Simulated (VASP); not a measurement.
# Sr: single point with revPBE

The system is Sr.

```
Sr
1.0
     6.95459    0.00000    0.00000
    -3.47730    6.02286    0.00000
     0.00000    0.00000    4.16694
Sr
3
Direct
  0.00000 0.00000 0.00000
  0.33333 0.66667 0.50000
  0.66667 0.33333 0.50000
```

This isn't the form of Sr at room conditions, which is fcc.

```json
{
  "Program": "VASP 6.6.1",
  "Task": "single point",
  "Functional": "revPBE",
  "Potentials or basis": "VASP PAW PBE potentials, release 64 (Sr_sv)",
  "Cutoff": "520 eV",
  "k mesh": "7 × 7 × 10",
  "Occupations": "fermi-dirac, width 0.1 eV",
  "Spin": "no spin polarisation",
  "Dipole correction": "no",
  "Further INCAR settings": "ALGO = Normal; EDIFF = 1e-06; NBANDS = 22"
}
```

```
Pressure               : 0.0 GPa
Band gap on the k mesh : zero (bands 15 and 16 overlap by 0.22 eV)
```

Levels at points of the mesh, in eV from the Fermi level:
```csv
k point,band 12,band 13,band 14,band 15,band 16,band 17,band 18,band 19
"(0.00, 0.00, 0.00)",-18.63,-3.52,-0.03,0.17,0.17,0.20,0.20,0.53
"(0.00, 0.00, 0.50)",-18.66,-1.37,-0.96,0.13,0.13,0.28,0.28,1.70
```

It took 72 s on 1 thread of AMD EPYC 9R45 96-Core Processor (Zen 5) (shared host), peak memory 0.33 GiB.

Caveat: the PAW data sets were made with another functional, which shifts forces and pressure a little.
